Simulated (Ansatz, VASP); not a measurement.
## Be2CdO3 in VASP and in Ansatz

```xyz
12
Lattice="4.5469 -2.5949 0.0000 4.5469 2.5949 0.0000 0.0000 0.0000 4.7272" Properties=species:S:1:pos:R:3 pbc="T T T"
Be    2.9115   -0.8023    2.3467
Be    2.9115    0.8023    4.7103
Be    6.1823    0.8023    4.7103
Be    6.1823   -0.8023    2.3467
Cd    4.5469    1.6151    2.4248
Cd    4.5469   -1.6151    0.0612
O     2.6296    0.6745    3.0604
O     6.4642    0.6745    3.0604
O     4.5469   -1.2814    2.5511
O     2.6296   -0.6745    0.6969
O     6.4642   -0.6745    0.6969
O     4.5469    1.2814    0.1875
```

Alike in both runs: task relaxation of cell and atoms; functional PBE; k mesh 6 × 6 × 6; no spin polarisation.

|  | VASP | Ansatz |
| --- | --- | --- |
| version | VASP 6.6.1 | Ansatz 0.2.0 |
| potentials or method | VASP PAW PBE potentials, release 64 (Be, Cd, O), cutoff 600 eV | scalar-relativistic, plane waves, PAW |
| occupations | gaussian, width 0.01 eV | fixed |
| valence electrons in the cell | 68 | 84 |

|  | VASP | Ansatz | Ansatz less VASP |
| --- | --- | --- | --- |
| gap on the k mesh at the Fermi level, each at its own relaxed structure (eV) | 1.95 | 2.00 | +0.051 |
| relaxed volume (Å³/atom) | 9.32 | 9.30 | -0.027 |
| relaxed length of the cell vector where the two differ most in proportion (Å) | 4.732 | 4.727 | -0.0048 |

VASP's potentials hold 68 valence electrons a cell and Ansatz's 84, so a difference there can come from the potentials and not from the codes.
